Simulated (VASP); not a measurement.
Set up this calculation in VASP 6.6.1, as the native input.

```
Task                   : electric field gradients
Functional             : PBE
Potentials or basis    : VASP PAW PBE potentials, release 64 (Sr_sv)
Cutoff                 : 520 eV
k mesh                 : 10 × 10 × 5
Occupations            : fermi-dirac, width 0.08 eV
Spin                   : no spin polarisation
Dipole correction      : no
Further INCAR settings : ALGO = Normal; EDIFF = 1e-08; NBANDS = 17
```

The structure of Sr lies in POSCAR:

```
Sr
1.0
    4.3385441004      0.0000000000      0.0000000000
   -2.1692720502      3.7572894063      0.0000000000
    0.0000000000      0.0000000000      7.0966901024
Sr
2
Direct
    0.3333333333      0.6666666667      0.2500000000
    0.6666666667      0.3333333333      0.7500000000
```

This cell differs from its parent crystal: volume scaled by 1.02.

One way to write it, as run:

INCAR

```
  PREC = Accurate
  ENCUT = 520
  EDIFF = 1E-8
  ISMEAR = -1
  SIGMA = 0.08
  LREAL = F
  LASPH = T
  NELM = 80
  ALGO = Normal
  ISIF = 2
  LWAVE = F
  LCHARG = F
  GGA = PE
  LEFG = T
  NBANDS = 17
```

KPOINTS

```
regular mesh
0
Gamma
  10 10 5
```

Potentials or basis: VASP PAW PBE potentials, release 64 (Sr_sv).

The run is started by

```sh
$ cat potpaw_PBE.64/Sr_sv/POTCAR > POTCAR
$ mpirun -np 1 vasp_std > vasp.out
```

Results of the run:

| Item | Value |
| --- | --- |
| Pressure | -0.5 GPa |
| Band gap on the k mesh | zero (band 10 reaches 1.54 eV, above the bottom of band 11 at 1.41 eV) |

Caveat: without QUAD_EFG the Cq values of the log hold for a quadrupole moment of 1 mb, not for the nuclei.

Run time: 56 s on 1 thread of Intel Xeon 6975P-C, with other jobs on the host, peak memory 0.26 GiB.
